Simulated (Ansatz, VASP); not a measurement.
## VH2 in VASP and in Ansatz

Contents of INCAR:

```
ALGO     = Normal         # electronic algorithm
EDIFF    = 1E-6           # SCF threshold, eV
ENCUT    = 520            # plane-wave cutoff, eV
ISIF     = 2              # what is computed and relaxed
ISMEAR   = -1             # smearing method
ISPIN    = 2              # spin polarisation
LASPH    = T              # aspherical terms in the spheres
LCHARG   = F              # write CHGCAR
LMAXMIX  = 4              # l up to which the mixer works
LORBIT   = 11             # projections on sites
LREAL    = F              # projectors in reciprocal space
LWAVE    = F              # write WAVECAR
MAGMOM   = 1.5 0 0        # initial moments
NBANDS   = 18             # bands
NELM     = 150            # most SCF steps
PREC     = Accurate       # precision mode
SIGMA    = 0.05           # smearing width, eV
```

Contents of KPOINTS:

```
k-points
0
Gamma
  15 15 15
```

The input POSCAR:

```
VH2
1.0
    0.0000000000      1.7496605734      1.7496605734
    1.7496605734      0.0000000000      1.7496605734
    1.7496605734      1.7496605734      0.0000000000
V H
1 2
Direct
    0.0000000000      0.0000000000      0.0000000000
    0.2500000000      0.2500000000      0.2500000000
    0.7500000000      0.7500000000      0.7500000000
```

Input for Ansatz:

```yaml
crystal:
  lattice:
    - [0.0, 1.7496605734, 1.7496605734]
    - [1.7496605734, 0.0, 1.7496605734]
    - [1.7496605734, 1.7496605734, 0.0]
  atoms:
    - { symbol: V, position: [0.0, 0.0, 0.0], spin: 1.5 }
    - { symbol: H, position: [0.25, 0.25, 0.25] }
    - { symbol: H, position: [0.75, 0.75, 0.75] }
magnetization:
  spin_polarized: true
kpoints:
  mp_grid: { grid: [15, 15, 15] }
  band_path:
    path:
      - [0.0, 0.0, 0.0]
      - [0.5, 0.0, 0.5]
      - [0.625, 0.25, 0.625]
      - [0.375, 0.375, 0.75]
      - [0.0, 0.0, 0.0]
      - [0.5, 0.5, 0.5]
      - [0.5, 0.25, 0.75]
      - [0.5, 0.0, 0.5]
    npoints: 6
scf:
  occupations: { method: fermi_dirac, width: 0.05 }
  mixing: { algorithm: msr1, beta: 0.5, ndim: 2 }
hamiltonian:
  xc: lda
  pseudopotentials: { kind: all_electron, lapw: { basis_error: 0.001 } }
output:
  forces: true
  stress: true
  eigenvalues: true
  populations: true
```

Alike in both runs: task single point; functional LDA; k mesh 15 × 15 × 15; occupations fermi-dirac, width 0.05 eV; collinear spin.

|  | VASP | Ansatz |
| --- | --- | --- |
| version | VASP 6.6.1 | Ansatz 0.2.0 |
| potentials or method | VASP PAW LDA potentials, release 64 (V_sv, H), cutoff 520 eV | all-electron LAPW, scalar-relativistic |

```tsv
	VASP	Ansatz	Ansatz less VASP
gap on the k mesh at the Fermi level (eV)	none	none	-
net moment per atom (μB)	0.00	0.00	0.000
```

LDA's correlation is that of Perdew and Zunger in VASP and of Perdew and Wang (1992) in Ansatz. A gap of «none» marks a metal or a gap that the smearing closes. Ansatz ran all-electron here, and VASP with PAW potentials. Ansatz's warnings: seeded moment not kept.
